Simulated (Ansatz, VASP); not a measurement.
## One calculation of C, two programs

POSCAR

```
C
1.0
    1.7675122830      1.7675122830      0.0000000000
   -1.7675122830      1.7675122830      0.0000000000
    0.0000000000      1.7675122830      1.7675122830
C
2
Direct
    0.5000000000      0.5000000000      0.0000000000
    0.7500000000      0.2500000000      0.5000000000
```

File INCAR.step1:

```
SYSTEM = C
PREC = Accurate
ENCUT = 1430
ISMEAR = 0
SIGMA = 0.01
LREAL = .FALSE.
LASPH = .TRUE.
NELM = 120
NBANDS = 11
GGA = PE
ALGO = Normal
EDIFF = 1E-5
LWAVE = .TRUE.
LCHARG = .FALSE.
GGA_COMPAT = .FALSE.
```

The input INCAR.step2:

```
SYSTEM = C
PREC = Accurate
ENCUT = 1430
EDIFF = 1E-6
ISMEAR = 0
SIGMA = 0.01
LREAL = .FALSE.
LASPH = .TRUE.
NELM = 120
ALGO = Normal
ISIF = 2
LWAVE = .FALSE.
LCHARG = .FALSE.
METAGGA = R2SCAN
LMIXTAU = .TRUE.
NBANDS = 11
ISTART = 1
GGA_COMPAT = .FALSE.
```

Contents of KPOINTS:

```
regular mesh
0
G
  12 12 12
  0 0 0
```

Input for Ansatz:

```yaml
crystal:
  lattice:
    - [1.76751228299, 1.76751228299, 0.0]
    - [-1.76751228299, 1.76751228299, 0.0]
    - [0.0, 1.76751228299, 1.76751228299]
  atoms:
    - { symbol: C, position: [0.5, 0.5, 0.0] }
    - { symbol: C, position: [0.75, 0.25, 0.5] }
kpoints:
  mp_grid: { grid: [12, 12, 12] }
scf:
  occupations: { method: fixed }
  convergence: { dr2_threshold: 1.0e-10 }
hamiltonian:
  xc: r2scan
  pseudopotentials: { kind: paw }
output:
  forces: true
  stress: true
  eigenstates:
    kpoints:
      - [0.0, 0.0, 0.0]
      - [0.361994459, -0.361994459, 0.0]
      - [0.361994459, 0.361994459, 0.361994459]
      - [0.0, 0.0, 0.361994459]
      - [-0.5, -0.5, -0.5]
      - [-0.5, 0.5, 0.0]
      - [0.0, 0.0, -0.5]
      - [0.0, -0.5, -0.5]
      - [0.0, 0.5, 0.0]
      - [-0.5, 0.0, 0.0]
      - [-0.5, 0.0, -0.5]
  eigenvalues: true
```

Alike in both runs: task single point; functional r2SCAN; k mesh 12 × 12 × 12; no spin polarisation.

|  | VASP | Ansatz |
| --- | --- | --- |
| version | VASP 6.6.1 | Ansatz 0.2.0 |
| potentials or method | VASP PAW PBE potentials, release 64 (C_h) | PAW with Ansatz's default frozen-core files, scalar-relativistic |
| plane-wave cutoff (eV) | 1430 | 500 |
| occupations | gaussian, width 0.01 eV | fixed |
| valence electrons in the cell | 8 | 8 |

Ansatz gave:

| Quantity | Value |
| --- | --- |
| gap on the k mesh at the Fermi level (eV) | 4.44 |
| pressure (GPa) | 10.0 |

Which values does VASP return?

gap on the k mesh at the Fermi level (eV): 4.44; pressure (GPa): 9.4.

VASP's potentials were made for PBE, not for r2SCAN.
